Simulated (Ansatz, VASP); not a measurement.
## Two plane-wave programs on SnTe2

POSCAR

```
SnTe2
1.0
    0.0000000000      3.7010376726      3.7010376726
    3.7010376726      0.0000000000      3.7010376726
    3.7010376726      3.7010376726      0.0000000000
Sn Te
1 2
Direct
    0.0000000000      0.0000000000      0.0000000000
    0.2500000000      0.2500000000      0.2500000000
    0.7500000000      0.7500000000      0.7500000000
```

INCAR.step1

```
PREC     = Accurate       # precision mode
ENCUT    = 520            # plane-wave cutoff, eV
ISMEAR   = -1             # smearing method
SIGMA    = 0.02           # smearing width, eV
LREAL    = F              # projectors in reciprocal space
LASPH    = T              # aspherical terms in the spheres
NELM     = 100            # most SCF steps
NBANDS   = 20             # bands
GGA      = PE             # functional
ALGO     = Normal         # electronic algorithm
EDIFF    = 1E-4           # SCF threshold, eV
LWAVE    = T              # write WAVECAR
LCHARG   = F              # write CHGCAR
```

INCAR.step2

```
PREC     = Accurate       # precision mode
ENCUT    = 520            # plane-wave cutoff, eV
EDIFF    = 1E-6           # SCF threshold, eV
ISMEAR   = -1             # smearing method
SIGMA    = 0.02           # smearing width, eV
LREAL    = F              # projectors in reciprocal space
LASPH    = T              # aspherical terms in the spheres
NELM     = 100            # most SCF steps
ALGO     = Normal         # electronic algorithm
ISIF     = 2              # what is computed and relaxed
LWAVE    = F              # write WAVECAR
LCHARG   = T              # write CHGCAR
METAGGA  = R2SCAN         # meta-GGA
LMIXTAU  = T            
LELF     = T              # ELF
LVHAR    = T            
NBANDS   = 20             # bands
ISTART   = 1
```

The input KPOINTS:

```
regular mesh
0
Gamma
  2 2 2
```

Input for Ansatz:

```yaml
crystal:
  lattice:
    - [0.0, 3.7010376726, 3.7010376726]
    - [3.7010376726, 0.0, 3.7010376726]
    - [3.7010376726, 3.7010376726, 0.0]
  atoms:
    - { symbol: Sn, position: [0.0, 0.0, 0.0] }
    - { symbol: Te, position: [0.25, 0.25, 0.25] }
    - { symbol: Te, position: [0.75, 0.75, 0.75] }
kpoints:
  mp_grid: { grid: [2, 2, 2] }
hamiltonian:
  xc: r2scan
scf:
  occupations: { method: fermi_dirac, width: 0.02 }
  n_extra_bands: 4
output:
  forces: true
  stress: true
  eigenvalues: true
```

Alike in both runs: task single point; functional r2SCAN; k mesh 2 × 2 × 2; occupations fermi-dirac, width 0.02 eV; no spin polarisation.

```csv
,VASP,Ansatz
version,VASP 6.6.1,Ansatz 0.2.0
potentials or method,"VASP PAW PBE potentials, release 64 (Sn_d, Te)",plane waves
plane-wave cutoff (eV),520,500
valence electrons in the cell,26,46
```

```tsv
	VASP	Ansatz	Ansatz less VASP
pressure (GPa)	-3.2	-3.2	+0.01
```

VASP's potentials were made for PBE, not for r2SCAN. With one functional, cell and mesh, what is left measures potentials, basis and numerics. VASP's potentials hold 26 valence electrons a cell and Ansatz's 46, so a difference there can come from the potentials and not from the codes.

The k mesh is coarse, so the values compare programs but aren't converged. Neither program's run includes spin-orbit coupling.
